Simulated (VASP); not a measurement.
Write the native input for VASP 6.6.1 that does the following.

| Item | Value |
| --- | --- |
| Task | single point |
| Functional | PBEsol |
| Potentials or basis | VASP PAW PBE potentials, release 64 (Ti_sv) |
| Cutoff | 520 eV |
| k mesh | 7 × 7 × 9 |
| Occupations | fermi-dirac, width 0.05 eV |
| Spin | no spin polarisation |
| Dipole correction | no |
| Further INCAR settings | ALGO = Normal; EDIFF = 1e-07; NBANDS = 25 |

The structure of Ti lies in POSCAR:

```
Ti
1.0
    4.5976232276      0.0000000000      0.0000000000
   -2.2988116138      3.9816585121      0.0000000000
    0.0000000000      0.0000000000      2.8449616649
Ti
3
Direct
    0.6666666667      0.3333333333      0.5000000000
    0.3333333333      0.6666666667      0.5000000000
    0.0000000000      0.0000000000      0.0000000000
```

This cell differs from its parent crystal: volume scaled by 1.02.

One way to write it, as run:

INCAR

```
PREC = Accurate ; ENCUT = 520
EDIFF = 1E-7 ; ISMEAR = -1
SIGMA = 0.05 ; LREAL = False
LASPH = True ; NELM = 60
ALGO = Normal ; ISIF = 2
LWAVE = False ; LCHARG = False
GGA = PS ; NBANDS = 25
```

KPOINTS

```
regular mesh
0
Gamma
  7 7 9
```

Potentials or basis: VASP PAW PBE potentials, release 64 (Ti_sv).

Run with:

```sh
$ cat potpaw_PBE.64/Ti_sv/POTCAR > POTCAR
$ mpirun -np 1 vasp_std > vasp.out
```

It gave:

```
Pressure               : -5.9 GPa
Band gap on the k mesh : zero (band 18 reaches 8.29 eV, above the bottom of band 19 at 8.03 eV)
```

Caveat: the PAW data sets were made with another functional, which shifts forces and pressure a little.

Wall time 72 s on 1 thread of AMD EPYC 7R43 64-Core Processor (Zen 3), with other jobs on the host, peak memory 0.16 GiB.
